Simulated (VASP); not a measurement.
Set up this calculation in VASP 6.6.1, as the native input.

```
Task                   : single point
Functional             : RPBE
Potentials or basis    : VASP PAW PBE potentials, release 64 (Au)
Cutoff                 : 520 eV
k mesh                 : 13 × 13 × 13
Occupations            : fermi-dirac, width 0.1 eV
Spin                   : no spin polarisation
Dipole correction      : no
Further INCAR settings : ALGO = Normal; EDIFF = 1e-06; NBANDS = 12
```

The structure of Au lies in POSCAR:

```
Au
1.0
    2.6631433499      0.0000000000      0.0000000000
    0.0000000000      2.6631433499      0.0000000000
    0.0000000000      0.0000000000      2.6631433499
Au
1
Direct
    0.0000000000      0.0000000000      0.0000000000
```

This cell differs from its parent crystal: volume scaled by 0.88.

These files were run (other wordings do the same):

INCAR

```
SYSTEM = Au
PREC = Accurate ; ENCUT = 520
EDIFF = 1E-6 ; ISMEAR = -1
SIGMA = 0.1 ; LREAL = .False.
LASPH = .True. ; NELM = 100
ALGO = Normal ; ISIF = 2
LWAVE = .False. ; LCHARG = .True.
GGA = RP ; LELF = .True.
LVHAR = .True. ; NBANDS = 12
```

KPOINTS

```
regular mesh
0
Gamma
  13 13 13
  0 0 0
```

Potentials or basis: VASP PAW PBE potentials, release 64 (Au).

Launch:

```bash
$ cat potpaw_PBE.64/Au/POTCAR > POTCAR
$ mpirun -np 1 vasp_std > vasp.out
```

Results of the run:

- Pressure: 16.4 GPa

Caveat: the PAW data sets were made with another functional, which shifts forces and pressure a little.

Wall time 8.5 s on 1 thread of Intel(R) Xeon(R) Platinum 8488C (Sapphire Rapids) (shared host), peak memory 0.14 GiB.
